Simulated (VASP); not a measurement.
Input of a VASP 6.6.1 run:

Contents of INCAR:

```
PREC = Accurate ; ENCUT = 520
EDIFF = 1E-6 ; ISMEAR = 0
SIGMA = 0.15 ; LREAL = False
LASPH = True ; NELM = 60
ALGO = Normal ; ISIF = 2
LWAVE = False ; LCHARG = False
GGA = PS ; NBANDS = 16
```

Contents of KPOINTS:

```
regular mesh
0
Gamma
  14 14 14
```

POSCAR

```
InAs
1.0
    0.0000000000      2.7820800000      2.7820800000
    2.7820800000      0.0000000000      2.7820800000
    2.7820800000      2.7820800000      0.0000000000
In As
1 1
Direct
    0.0000000000      0.0000000000      0.0000000000
    0.7500000000      0.7500000000      0.7500000000
```

Potentials or basis: VASP PAW PBE potentials, release 64 (In_d, As).

Run with:

```bash
$ cat potpaw_PBE.64/In_d/POTCAR potpaw_PBE.64/As/POTCAR > POTCAR
$ mpirun -np 1 vasp_std > vasp.out
```

Q: Estimate the pressure.

A: 28.4 GPa.

Q: Predict the band gap on the k mesh.

A: 0.92 eV, indirect (least direct gap 0.96 eV).

Caveat: the cell differs from its parent crystal (strain -0.080 along x and y, -0.080 along z); the PAW data sets were made with another functional, which shifts forces and pressure a little; spin-orbit coupling is left out, which moves the levels of the heavy elements. A k mesh can miss the band edges.
